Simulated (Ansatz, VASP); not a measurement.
## One calculation of KBr, two programs

Contents of INCAR:

```
PREC = Accurate
ENCUT = 520
EDIFF = 1E-6
ISMEAR = 0
SIGMA = 0.1
LREAL = F
LASPH = T
NELM = 60
ALGO = Normal
ISIF = 2
LWAVE = F
LCHARG = F
GGA = B5
ALDAX = 1.0
AGGAX = 1.0
AGGAC = 1.0
ALDAC = 0.0
NBANDS = 15
```

File KPOINTS:

```
Automatic mesh
0
Gamma
  7 7 7
```

The input POSCAR:

```
KBr
1.0
    4.6669047600      0.0000000000      0.0000000000
    2.3334523800      4.0416580792      0.0000000000
    2.3334523800      1.3472193597      3.8105117801
Br K
1 1
Direct
    0.4860150000      0.5108740000      0.5046580000
    0.0089120000      0.0052240000      0.9989190000
```

input.yaml

```yaml
crystal:
  lattice:
    - [4.66690476, 0.0, 0.0]
    - [2.33345238, 4.0416580792, 0.0]
    - [2.33345238, 1.3472193597, 3.8105117801]
  atoms:
    - { symbol: Br, position: [0.486015, 0.510874, 0.504658] }
    - { symbol: K, position: [0.008912, 0.005224, 0.998919] }
hamiltonian:
  xc: blyp
  pseudopotentials: { kind: paw }
kpoints:
  mp_grid: { grid: [7, 7, 7] }
  band_path:
    path:
      - [[0.0, 0.0, 0.0], [0.5, 0.0, 0.5], [0.5, 0.25, 0.75], [0.375, 0.375, 0.75], [0.0, 0.0, 0.0], [0.5, 0.5, 0.5], [0.625, 0.25, 0.625], [0.5, 0.25, 0.75], [0.5, 0.5, 0.5], [0.375, 0.375, 0.75]]
      - [[0.625, 0.25, 0.625], [0.5, 0.0, 0.5]]
    npoints: 14
scf:
  occupations: { method: gaussian, width: 0.1 }
  n_extra_bands: 6
output:
  forces: true
  stress: true
  eigenvalues: true
  fatbands: true
```

Change from the starting cell: atoms moved at random, drawn with an rms of 0.05 Å.

Alike in both runs: functional BLYP; k mesh 7 × 7 × 7; occupations gaussian, width 0.1 eV; no spin polarisation.

|  | VASP | Ansatz |
| --- | --- | --- |
| version | VASP 6.6.1 | Ansatz 0.2.0 |
| potentials or method | VASP PAW PBE potentials, release 64 (Br, K_sv) | Ansatz PAW |
| plane-wave cutoff (eV) | 520 | 420 |
| valence electrons in the cell | 16 | 16 |
| task | single point | band structure |

Ansatz gave:

```
gap on the k mesh at the Fermi level (eV) : 4.44
least direct gap on the mesh (eV)         : 4.44
pressure (GPa)                            : 1.5
rms of the force components (eV/Å)        : 0.068
```

Task: Estimate VASP's values.

Result: gap on the k mesh at the Fermi level (eV): 4.45; least direct gap on the mesh (eV): 4.45; pressure (GPa): 1.6; rms of the force components (eV/Å): 0.069.

VASP's potentials were made for PBE, not for BLYP. Atom by atom the forces differ by 0.001 eV/Å (rms over components).
